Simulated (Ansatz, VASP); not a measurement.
## Mo in VASP and in Ansatz

```
Mo
1.0
     0.00000    3.15262   -3.15262
     3.15262   -3.15262    0.00000
    -3.14673   -3.14673   -3.14673
Mo
6
Direct
  0.66667 0.33333 0.83333
  0.33333 0.66667 0.66667
  0.00000 0.00000 0.50000
  0.66667 0.33333 0.33333
  0.33333 0.66667 0.16667
  0.00000 0.00000 0.00000
```

Alike in both runs: functional r2SCAN; k mesh 12 × 12 × 8; occupations gaussian, width 0.1 eV; no spin polarisation.

Ansatz relaxed the structure, and its values are those at the end. VASP's run is a single point on that final structure, the one shown.

|  | VASP | Ansatz |
| --- | --- | --- |
| version | VASP 6.6.1 | Ansatz 0.2.0 |
| potentials or method | VASP PAW PBE potentials, release 64 (Mo_sv), cutoff 520 eV | scalar-relativistic, plane waves, PAW |
| valence electrons in the cell | 84 | 84 |

Ansatz gave:

- gap on the k mesh at the Fermi level (eV): none
- pressure (GPa): 0.0

Problem. What did VASP give for the same quantities?

Solution. gap on the k mesh at the Fermi level (eV): none; pressure (GPa): 1.2.

VASP's potentials were made for PBE, not for r2SCAN. A gap of «none» marks a metal or a gap that the smearing closes.
